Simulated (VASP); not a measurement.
Runs of VASP 6.6.1 on Zn. The structure is that of space group Fd-3m (No. 227), or close to it. The cells are those of the table. This isn't the form of Zn at room conditions, which is hcp.

```csv
cell,gap on the mesh (eV),pressure (GPa)
"a = 3.274 Å, angles 60.0°, 2 atoms",none,90.3
"a = 3.926 Å, angles 60.0°, 2 atoms",none,(a)
"a = 3.613 Å, angles 60.0°, 2 atoms",none,20.4
"a = 3.762 Å, angles 60.0°, 2 atoms",none,8.1
"a = 3.116 Å, angles 60.0°, 2 atoms",none,(b)
"a = 3.452 Å, angles 60.0°, 2 atoms",none,43.8
```

Alike in all rows: task single point; level LDA; potentials or basis VASP PAW LDA potentials, release 64 (Zn); no spin polarisation; k mesh 13 × 13 × 13; cutoff (eV) 520; smearing fermi-dirac 0.1 eV.

Question: Estimate the missing entries.

Answer: (a) 0.4; (b) 163.2.

Caveats: the cell stands under pressure (at least some runs).

A gap of «none» marks levels without a gap at the run's occupations.
